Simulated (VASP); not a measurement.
**ZrC: single point with PBE**

ZrC:

```xyz
2
Lattice="3.2695 0.0000 0.0000 -1.6348 2.8315 0.0000 0.0000 0.0000 2.9397" Properties=species:S:1:pos:R:3 pbc="T T T"
Zr    0.0000    0.0000    0.0000
C     1.6348    1.0638    1.4699
```

This cell differs from its parent crystal: atom 2 (C) moved 0.12 Å along y.

```yaml
Program: VASP 6.6.1
Task: single point
Functional: PBE
Potentials_or_basis: VASP PAW PBE potentials, release 64 (Zr_sv, C)
Cutoff: 520 eV
k_mesh: 12 × 12 × 12
Occupations: gaussian, width 0.05 eV
Spin: no spin polarisation
```

```json
{"Pressure": "1.2 GPa", "Largest force": "0.709 eV/Å", "Band gap on the k mesh": "zero (bands 8 and 9 overlap by 0.44 eV)"}
```

Forces on the atoms (eV/Å):
```
Zr   0.000  0.709  0.000
C    0.000 -0.709  0.000
```

Stress tensor (GPa, compression positive):
```
-2.03  0.00  0.00
 0.00  2.05  0.00
 0.00  0.00  3.57
```

Levels at points of the mesh, in eV from the Fermi level:
```
           k point  band 6  band 7  band 8  band 9  band 10  band 11
(0.00, 0.00, 0.00)   -1.70   -1.62   -1.07    1.64     4.82     5.21
(0.50, 0.00, 0.00)   -4.03   -1.09   -0.47    0.61     4.57     5.21
(0.00, 0.50, 0.00)   -4.23   -0.91   -0.85    0.43     4.68     5.00
(0.00, 0.00, 0.50)   -4.98   -1.08    0.02    1.69     1.69     3.94
(0.50, 0.00, 0.50)   -3.65   -2.41   -2.18    2.15     5.39     6.27
(0.00, 0.50, 0.50)   -3.35   -2.09   -1.76    1.74     5.43     6.61
```

Run time: 110 s on 1 thread of Intel Xeon 8259CL, on a shared host, peak memory 0.24 GiB.

Caveat: the cell differs from its parent crystal (atom 2 (C) moved 0.12 Å along y); the stress differs along the axes, from -2 to 4 GPa.
